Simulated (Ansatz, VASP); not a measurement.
## One calculation of Si, two programs

```
CELL_PARAMETERS angstrom
0.00000 2.76000 2.76000
2.76000 0.00000 2.76000
2.76000 2.76000 0.00000
ATOMIC_POSITIONS crystal
Si 0.00000 0.00000 0.00000
Si 0.25000 0.25000 0.25000
```

Alike in both runs: task single point; functional LDA; k mesh 8 × 8 × 8; no spin polarisation.

|  | VASP | Ansatz |
| --- | --- | --- |
| version | VASP 6.6.1 | Ansatz 0.2.0 |
| potentials or method | VASP PAW LDA potentials, release 64 (Si) | scalar-relativistic, plane waves, PAW |
| plane-wave cutoff (eV) | 500 | 420 |
| occupations | gaussian, width 0.01 eV | fixed |
| valence electrons in the cell | 8 | 8 |

```tsv
	VASP	Ansatz	Ansatz less VASP
gap on the k mesh at the Fermi level (eV)	0.59	0.59	+0.001
least direct gap on the mesh (eV)	2.41	2.40	-0.010
```

LDA's correlation is that of Perdew and Zunger in VASP and of Perdew and Wang (1992) in Ansatz.
